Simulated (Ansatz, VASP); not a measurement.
## Ti6H in VASP and in Ansatz

```
CELL_PARAMETERS angstrom
5.66395 0.00000 0.00000
0.00000 4.57935 0.00000
0.00000 0.00000 24.55069
ATOMIC_POSITIONS crystal
Ti 0.25000 0.00000 0.16293
Ti 0.75000 0.00000 0.16293
Ti 0.00000 0.50000 0.21677
Ti 0.50000 0.50000 0.21677
Ti 0.25000 0.00000 0.27062
Ti 0.75000 0.00000 0.27062
Ti 0.25000 0.50000 0.32566
Ti 0.75000 0.50000 0.32566
Ti 0.00000 0.00000 0.37797
Ti 0.50000 0.00000 0.37797
Ti 0.25000 0.50000 0.42975
Ti 0.75000 0.50000 0.42975
H 0.83677 0.00000 0.44808
H 0.16323 0.00000 0.44808
```

Alike in both runs: task single point; functional PBE; k mesh 5 × 6 × 1; occupations gaussian, width 0.1 eV; no spin polarisation.

|  | VASP | Ansatz |
| --- | --- | --- |
| version | VASP 6.6.1 | Ansatz 0.2.0 |
| potentials or method | VASP PAW PBE potentials, release 64 (Ti_sv, H), cutoff 520 eV | scalar-relativistic, plane waves, PAW |
| valence electrons in the cell | 146 | 146 |

|  | VASP | Ansatz | Ansatz less VASP |
| --- | --- | --- | --- |
| gap on the k mesh at the Fermi level (eV) | none | none | - |
| rms of the force components (eV/Å) | 0.303 | 0.304 | +0.0007 |

Atom by atom the forces differ by 0.004 eV/Å (rms over components). A gap of «none» marks a metal or a gap that the smearing closes. The functional is the same, so the differences come from potentials, cutoffs and numerics.
